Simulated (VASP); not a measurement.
# Cu2As (lda) (P4/nmm) in VASP: notebook, part 2 of 2

VASP 6.6.1.

### Step 3. Relaxation of cell and atoms, LDA

INCAR

```
SYSTEM = Cu2As
  PREC = Accurate
  ENCUT = 600
  EDIFF = 1E-6
  ISMEAR = 0
  SIGMA = 0.1
  LREAL = .FALSE.
  LASPH = .TRUE.
  NELM = 100
  ALGO = Normal
  ISIF = 3
  LWAVE = .FALSE.
  LCHARG = .FALSE.
  IBRION = 2
  NSW = 100
  EDIFFG = -0.002
```

KPOINTS

```
Automatic mesh
0
G
  10 10 6
  0 0 0
```

POSCAR

```
Cu2As
1.0
    3.7221325366      0.0000000000      0.0000000000
    0.0000000000      3.7221325366      0.0000000000
    0.0000000000      0.0000000000      5.7391004153
Cu As
4 2
Direct
    0.0000000000      0.0000000000      0.0000000000
    0.5000000000      0.5000000000      0.0000000000
    0.0000000000      0.5000000000      0.2950247069
    0.5000000000      0.0000000000      0.7049752931
    0.0000000000      0.5000000000      0.7088609528
    0.5000000000      0.0000000000      0.2911390472
```

Potentials or basis: VASP PAW LDA potentials, release 64 (Cu, As).

Run with:

```sh
$ cat potpaw_LDA.64/Cu/POTCAR potpaw_LDA.64/As/POTCAR > POTCAR
$ mpirun -np 1 vasp_std > vasp.out
```

It took 51 min on 1 thread of Intel Xeon Platinum 8259CL at 2.50GHz (Skylake/Cascade Lake), shared host; peak memory 0.34 GiB.

Results (log left out):

```
Free energy                            : -29.5974 eV
Relaxed volume                         : 13.30 Å³/atom
Relaxed cell                           : a = 3.713 Å, b = 3.713 Å, c = 5.788 Å, α = 90.00°, β = 90.00°, γ = 90.00°
Space group after relaxing (to 0.05 Å) : P4/nmm (No. 129)
Energy gained by relaxing              : 0.5 meV/atom
Ionic steps                            : 24
Pressure after relaxing                : 0.0 GPa
Band gap on the k mesh                 : zero (band 27 reaches 9.48 eV, above the bottom of band 28 at 5.85 eV)
```

Step by step:
| step | energy change (eV) | largest force (eV/Å) | pressure (GPa) | volume (Å³) |
| --- | --- | --- | --- | --- |
| 1 | 0.0000 | 0.0366 | 0.64 | 79.51 |
| 2 | -0.0022 | 0.0261 | -0.58 | 80.12 |
| 3 | -0.0022 | 0.0278 | -0.24 | 80.03 |
| 4 | -0.0029 | 0.0304 | 0.00 | 79.91 |
| 5 | -0.0031 | 0.0316 | -0.01 | 79.85 |
| 6 | -0.0030 | 0.0340 | 0.28 | 79.72 |
| 7 | -0.0031 | 0.0331 | 0.12 | 79.80 |
| 8 | -0.0032 | 0.0109 | -0.07 | 79.88 |
| 9 | -0.0032 | 0.0144 | -0.05 | 79.87 |
| 10 | -0.0033 | 0.0072 | 0.12 | 79.82 |
| 11 | -0.0033 | 0.0069 | 0.02 | 79.83 |
| 12 | -0.0033 | 0.0056 | 0.10 | 79.83 |
| 13 | -0.0033 | 0.0066 | -0.09 | 79.83 |
| 14 | -0.0032 | 0.0038 | 0.24 | 79.75 |
| 15 | -0.0033 | 0.0056 | -0.10 | 79.80 |
| 16 | -0.0033 | 0.0045 | -0.05 | 79.78 |
| 17 | -0.0032 | 0.0039 | 0.07 | 79.77 |
| 18 | -0.0032 | 0.0066 | 0.10 | 79.78 |
| 19 | -0.0033 | 0.0063 | 0.04 | 79.78 |
| 20 | -0.0033 | 0.0071 | -0.01 | 79.78 |
| 21 | -0.0033 | 0.0041 | 0.09 | 79.78 |
| 22 | -0.0033 | 0.0029 | 0.06 | 79.78 |
| 23 | -0.0033 | 0.0023 | 0.08 | 79.78 |
| 24 | -0.0033 | 0.0003 | 0.01 | 79.78 |

Final structure:
```xyz
6
Lattice="3.7128 0.0000 0.0000 0.0000 3.7128 0.0000 0.0000 0.0000 5.7878" Properties=species:S:1:pos:R:3 pbc="T T T"
Cu    0.0000    0.0000    0.0000
Cu    1.8564    1.8564    0.0000
Cu    3.7128    1.8564    1.7168
Cu    1.8564    0.0000    4.0711
As    0.0000    1.8564    4.1013
As    1.8564    0.0000    1.6866
```

Levels at points of the mesh, in eV from the Fermi level:
| k point | band 25 | band 26 | band 27 | band 28 | band 29 | band 30 |
| --- | --- | --- | --- | --- | --- | --- |
| (0.00, 0.00, 0.00) | -2.38 | -0.82 | 0.99 | 0.99 | 1.01 | 2.77 |
| (0.50, 0.00, 0.00) | -1.69 | -1.69 | 1.07 | 1.07 | 3.46 | 3.46 |
| (0.50, 0.50, 0.00) | -2.19 | -2.19 | -2.11 | -2.11 | 0.13 | 0.13 |
| (0.00, 0.00, 0.50) | -0.96 | -0.96 | -0.22 | -0.22 | 2.20 | 2.58 |
| (0.50, 0.00, 0.50) | 0.55 | 0.55 | 1.52 | 1.52 | 1.52 | 1.52 |
| (0.50, 0.50, 0.50) | -2.48 | -2.48 | -1.75 | -1.75 | 3.32 | 3.32 |

### Step 4. Single point, LDA

INCAR

```
  PREC = Accurate
  ENCUT = 520
  EDIFF = 1E-6
  ISMEAR = 0
  SIGMA = 0.1
  LREAL = False
  LASPH = True
  NELM = 100
  ALGO = Normal
  ISIF = 2
  LWAVE = False
  LCHARG = True
  LELF = True
  LVHAR = True
  NBANDS = 36
```

KPOINTS

```
regular mesh
0
Gamma
  6 6 4
```

POSCAR is that of step 3.

Run with:

```sh
$ cat potpaw_LDA.64/Cu/POTCAR potpaw_LDA.64/As/POTCAR > POTCAR
$ mpirun -np 1 vasp_std > vasp.out
```

It took 1.8 min on 1 thread of Intel Xeon Platinum 8259CL at 2.50GHz (Skylake/Cascade Lake), shared host; peak memory 0.2 GiB.

It converged, with:

| Property | Result |
| --- | --- |
| Free energy | -29.5675 eV |
| Pressure | 0.6 GPa |
| Largest force | 0.019 eV/Å |
| Band gap on the k mesh | zero (band 27 reaches 9.50 eV, above the bottom of band 28 at 5.86 eV) |

Forces in eV/Å, atoms in the order of the input:
```
Cu   0.000  0.000  0.000
Cu   0.000  0.000  0.000
Cu   0.000  0.000  0.015
Cu   0.000  0.000 -0.015
As   0.000  0.000  0.019
As   0.000  0.000 -0.019
```

Levels at points of the mesh, in eV from the Fermi level:
| k point | band 24 | band 25 | band 26 | band 27 | band 28 | band 29 | band 30 | band 31 |
| --- | --- | --- | --- | --- | --- | --- | --- | --- |
| (0.00, 0.00, 0.00) | -2.53 | -2.43 | -0.87 | 1.02 | 1.03 | 1.03 | 2.76 | 4.19 |
| (0.50, 0.00, 0.00) | -2.11 | -1.69 | -1.69 | 1.03 | 1.03 | 3.41 | 3.41 | 5.42 |
| (0.50, 0.50, 0.00) | -2.42 | -2.17 | -2.17 | -2.14 | -2.14 | 0.16 | 0.16 | 3.09 |
| (0.00, 0.00, 0.50) | -1.53 | -0.98 | -0.98 | -0.19 | -0.19 | 2.18 | 2.67 | 4.36 |
| (0.50, 0.00, 0.50) | -2.49 | 0.60 | 0.60 | 1.50 | 1.50 | 1.59 | 1.59 | 4.23 |
| (0.50, 0.50, 0.50) | -2.59 | -2.48 | -2.48 | -1.77 | -1.77 | 3.40 | 3.40 | 4.69 |

### Step 5. Relaxation of cell and atoms, LDA

This run uses another cell than the first one, of 14.21 Å³/atom, 1.073 times its volume.

INCAR

```
ALGO = Normal
EDIFF = 1E-6
EDIFFG = -0.05
ENCUT = 600
IBRION = 2
ISIF = 3
ISMEAR = 0
LASPH = T
LCHARG = F
LREAL = F
LWAVE = F
NELM = 100
NSW = 100
PREC = Accurate
SIGMA = 0.1
```

KPOINTS

```
k-points
0
Gamma
  6 6 4
```

POSCAR

```
Cu2As
1.0
    3.7880000000      0.0000000000      0.0000000000
    0.0000000000      3.7880000000      0.0000000000
    0.0000000000      0.0000000000      5.9420000000
Cu As
4 2
Direct
    0.0000000000      0.0000000000      0.0000000000
    0.5000000000      0.5000000000      0.0000000000
    0.0000000000      0.5000000000      0.3030000000
    0.5000000000      0.0000000000      0.6970000000
    0.0000000000      0.5000000000      0.7090000000
    0.5000000000      0.0000000000      0.2910000000
```

Run with:

```sh
$ cat potpaw_LDA.64/Cu/POTCAR potpaw_LDA.64/As/POTCAR > POTCAR
$ mpirun -np 1 vasp_std > vasp.out
```

Wall time 11 min (1 thread of Intel Xeon Platinum 8259CL at 2.50GHz (Skylake/Cascade Lake), shared host); peak memory 0.23 GiB.

It converged, with:

| Item | Value |
| --- | --- |
| Free energy | -29.5697 eV |
| Relaxed volume | 13.36 Å³/atom |
| Relaxed cell | a = 3.737 Å, b = 3.737 Å, c = 5.742 Å, α = 90.00°, β = 90.00°, γ = 90.00° |
| Space group after relaxing (to 0.05 Å) | P4/nmm (No. 129) |
| Energy gained by relaxing | 28.1 meV/atom |
| Ionic steps | 8 |
| Pressure after relaxing | -0.4 GPa |
| Largest force after relaxing | 0.025 eV/Å |
| Band gap on the k mesh | zero (band 27 reaches 9.36 eV, above the bottom of band 28 at 5.76 eV) |

Forces in eV/Å, atoms in the order of the input:
```
Cu   0.000  0.000  0.000
Cu   0.000  0.000  0.000
Cu   0.000  0.000 -0.025
Cu   0.000  0.000  0.025
As   0.000  0.000  0.007
As   0.000  0.000 -0.007
```

Stress tensor (GPa, compression positive):
```
-0.41  0.00  0.00
 0.00 -0.41  0.00
 0.00  0.00 -0.26
```

The path:
| step | energy change (eV) | largest force (eV/Å) | pressure (GPa) | volume (Å³) |
| --- | --- | --- | --- | --- |
| 1 | 0.0000 | 0.3030 | -8.30 | 85.26 |
| 2 | -0.0949 | 0.2085 | 6.69 | 76.50 |
| 3 | -0.1599 | 0.1845 | 0.07 | 79.72 |
| 4 | -0.1598 | 0.1810 | 0.38 | 79.61 |
| 5 | -0.1639 | 0.1291 | 0.22 | 79.67 |
| 6 | -0.1680 | 0.0947 | 0.26 | 79.84 |
| 7 | -0.1682 | 0.0821 | 0.26 | 79.81 |
| 8 | -0.1684 | 0.0251 | -0.36 | 80.17 |

Final structure:
```yaml
crystal:
  lattice:
    - [3.73678, 0.00000, 0.00000]
    - [0.00000, 3.73678, 0.00000]
    - [0.00000, 0.00000, 5.74158]
  atoms:
    - { symbol: Cu, position: [0.00000, 0.00000, 0.00000] }
    - { symbol: Cu, position: [0.50000, 0.50000, 0.00000] }
    - { symbol: Cu, position: [0.00000, 0.50000, 0.29616] }
    - { symbol: Cu, position: [0.50000, 0.00000, 0.70384] }
    - { symbol: As, position: [0.00000, 0.50000, 0.71015] }
    - { symbol: As, position: [0.50000, 0.00000, 0.28985] }
```

Levels at points of the mesh, in eV from the Fermi level:
```csv
k point,band 23,band 24,band 25,band 26,band 27,band 28,band 29,band 30,band 31,band 32
"(0.00, 0.00, 0.00)",-2.51,-2.51,-2.42,-0.85,0.97,1.03,1.03,2.71,4.14,5.52
"(0.50, 0.00, 0.00)",-2.10,-2.10,-1.66,-1.66,1.01,1.01,3.39,3.39,5.42,5.42
"(0.50, 0.50, 0.00)",-2.38,-2.38,-2.13,-2.13,-2.12,-2.12,0.17,0.17,3.09,3.09
"(0.00, 0.00, 0.50)",-2.18,-1.51,-0.96,-0.96,-0.18,-0.18,2.13,2.70,4.36,4.63
"(0.50, 0.00, 0.50)",-2.47,-2.47,0.60,0.60,1.48,1.48,1.62,1.62,4.22,4.22
"(0.50, 0.50, 0.50)",-2.57,-2.57,-2.44,-2.44,-1.76,-1.76,3.41,3.41,4.70,4.70
```

Caveat: the relaxation stopped at a loose force limit of 0.05 eV/Å, so its end isn't a converged minimum. Zero-point motion and thermal expansion aren't in these numbers.

### Step 6. Overview

```csv
task,cell,k mesh,cutoff (eV),gap on the mesh (eV),pressure (GPa),relaxed volume (Å³/atom),largest force (eV/Å)
single point,"a = 3.710, b = 3.710, c = 5.774 Å, 6 atoms",10 × 10 × 6,520,none,0.6,-,0.02
relaxation of cell and atoms,"relaxed from a = 3.722, b = 3.722, c = 5.739 Å, 6 atoms",10 × 10 × 6,600,none,0.0,13.30,-
single point,"a = 3.722, b = 3.722, c = 5.739 Å, 6 atoms",6 × 6 × 4,520,none,0.6,-,0.02
relaxation of cell and atoms,"relaxed from a = 3.788, b = 3.788, c = 5.942 Å, 6 atoms",6 × 6 × 4,600,none,-0.4,13.36,0.03
```

Alike in all rows: level LDA; potentials or basis VASP PAW LDA potentials, release 64 (Cu, As); no spin polarisation; smearing gaussian 0.1 eV.

Caveats: the relaxation stopped at a loose force limit of 0.05 eV/Å, so its end isn't a converged minimum (some runs).

Total energies depend on the potentials used, so only differences within one code and one set of settings carry meaning.
